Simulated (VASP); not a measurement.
Set up this calculation in VASP 6.6.1, as the native input.

- Task: single point
- Functional: PBE
- Potentials or basis: VASP PAW PBE potentials, release 64 (Hf_pv, O)
- Cutoff: 520 eV
- k mesh: 8 × 8 × 8
- Occupations: gaussian, width 0.05 eV
- Spin: no spin polarisation
- Dipole correction: no
- Further INCAR settings: ALGO = Normal; EDIFF = 1e-07; NBANDS = 18

The structure of HfO2 lies in POSCAR:

```
HfO2
1.0
    0.0000000000      2.5575000000      2.5575000000
    2.5575000000      0.0000000000      2.5575000000
    2.5575000000      2.5575000000      0.0000000000
Hf O
1 2
Direct
    0.0020235202      0.0020235202      0.0020235202
    0.2387126047      0.2387126047      0.2387126047
    0.7387126047      0.7387126047      0.7387126047
```

This cell differs from its parent crystal: atoms displaced along a vibrational mode.

These files were run (other wordings do the same):

INCAR

```
SYSTEM = HfO2
  PREC = Accurate
  ENCUT = 520
  EDIFF = 1E-7
  ISMEAR = 0
  SIGMA = 0.05
  LREAL = .FALSE.
  LASPH = .TRUE.
  NELM = 60
  ALGO = Normal
  ISIF = 2
  LWAVE = .FALSE.
  LCHARG = .FALSE.
  GGA = PE
  NBANDS = 18
```

KPOINTS

```
Automatic mesh
0
G
  8 8 8
  0 0 0
```

Potentials or basis: VASP PAW PBE potentials, release 64 (Hf_pv, O).

Launch:

```console
$ cat potpaw_PBE.64/Hf_pv/POTCAR potpaw_PBE.64/O/POTCAR > POTCAR
$ mpirun -np 1 vasp_std > vasp.out
```

Results of the run:

| Property | Result |
| --- | --- |
| Pressure | -4.6 GPa |
| Largest force | 0.543 eV/Å |
| Band gap on the k mesh | 3.77 eV |

Caveat: the cell differs from its parent crystal (atoms displaced along a vibrational mode); the cell stands under tension; spin-orbit coupling is left out, which moves the levels of the heavy elements.

Wall time 32 s on 1 thread of Intel(R) Xeon(R) Platinum 8375C CPU @ 2.90GHz (Ice Lake), with other jobs on the host, peak memory 0.18 GiB.
